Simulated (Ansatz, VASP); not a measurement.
## Si3N4 in VASP and in Ansatz

Contents of INCAR:

```
SYSTEM = Si3N4
PREC = Accurate
ENCUT = 520
EDIFF = 1E-8
ISMEAR = -1
SIGMA = 0.02
LREAL = .FALSE.
LASPH = .TRUE.
NELM = 80
ALGO = Normal
ISIF = 2
LWAVE = .FALSE.
LCHARG = .FALSE.
GGA = PE
LEFG = .TRUE.
NBANDS = 45
```

The input KPOINTS:

```
Automatic mesh
0
G
  4 4 10
  0 0 0
```

POSCAR

```
Si3N4
1.0
    7.6044000000      0.0000000000      0.0000000000
   -3.8022000000      6.5856035805      0.0000000000
    0.0000000000      0.0000000000      2.9063000000
Si N
6 8
Direct
    0.7684770000      0.1745570000      0.2500000000
    0.5939200000      0.7684770000      0.7500000000
    0.8254430000      0.5939200000      0.2500000000
    0.2315230000      0.8254430000      0.7500000000
    0.4060800000      0.2315230000      0.2500000000
    0.1745570000      0.4060800000      0.7500000000
    0.0305000000      0.3302400000      0.2500000000
    0.7002600000      0.0305000000      0.7500000000
    0.6697600000      0.7002600000      0.2500000000
    0.9695000000      0.6697600000      0.7500000000
    0.2997400000      0.9695000000      0.2500000000
    0.3302400000      0.2997400000      0.7500000000
    0.6666666667      0.3333333333      0.2500000000
    0.3333333333      0.6666666667      0.7500000000
```

Input for Ansatz:

```yaml
crystal:
  lattice:
    - [7.6044, 0.0, 0.0]
    - [-3.8022, 6.5856035805, 0.0]
    - [0.0, 0.0, 2.9063]
  atoms:
    - { symbol: Si, position: [0.768477, 0.174557, 0.25] }
    - { symbol: Si, position: [0.59392, 0.768477, 0.75] }
    - { symbol: Si, position: [0.825443, 0.59392, 0.25] }
    - { symbol: Si, position: [0.231523, 0.825443, 0.75] }
    - { symbol: Si, position: [0.40608, 0.231523, 0.25] }
    - { symbol: Si, position: [0.174557, 0.40608, 0.75] }
    - { symbol: "N", position: [0.0305, 0.33024, 0.25] }
    - { symbol: "N", position: [0.70026, 0.0305, 0.75] }
    - { symbol: "N", position: [0.66976, 0.70026, 0.25] }
    - { symbol: "N", position: [0.9695, 0.66976, 0.75] }
    - { symbol: "N", position: [0.29974, 0.9695, 0.25] }
    - { symbol: "N", position: [0.33024, 0.29974, 0.75] }
    - { symbol: "N", position: [0.6666666667, 0.3333333333, 0.25] }
    - { symbol: "N", position: [0.3333333333, 0.6666666667, 0.75] }
kpoints:
  mp_grid: { grid: [4, 4, 10] }
scf:
  occupations: { method: fermi_dirac, width: 0.02 }
hamiltonian:
  xc: pbe
  pseudopotentials: { kind: paw, frozen_core: stored }
output:
  forces: true
  stress: true
  populations: true
  efg: { quadrupole_moments_barn: { "N": 0.02044 } }
```

Alike in both runs: task electric field gradients; functional PBE; k mesh 4 × 4 × 10; occupations fermi-dirac, width 0.02 eV; no spin polarisation.

|  | VASP | Ansatz |
| --- | --- | --- |
| version | VASP 6.6.1 | Ansatz 0.2.0 |
| potentials or method | VASP PAW PBE potentials, release 64 (Si, N) | plane-wave PAW, scalar-relativistic |
| plane-wave cutoff (eV) | 520 | 420 |
| valence electrons in the cell | 64 | 64 |

|  | VASP | Ansatz | Ansatz less VASP |
| --- | --- | --- | --- |
| gap on the k mesh at the Fermi level (eV) | 4.32 | 4.34 | +0.012 |
| pressure (GPa) | 5.3 | 5.6 | +0.29 |
| traceless stress, the component that is largest in VASP (GPa) | 0.05 | 0.08 | +0.034 |
| rms of the force components (eV/Å) | 0.021 | 0.020 | -0.0007 |
| size of Vzz on the site where it differs most (V/Å²) | 46.3 | 51.1 | +4.83 |

Atom by atom the forces differ by 0.002 eV/Å (rms over components). With one functional, cell and mesh, what is left measures potentials, basis and numerics.
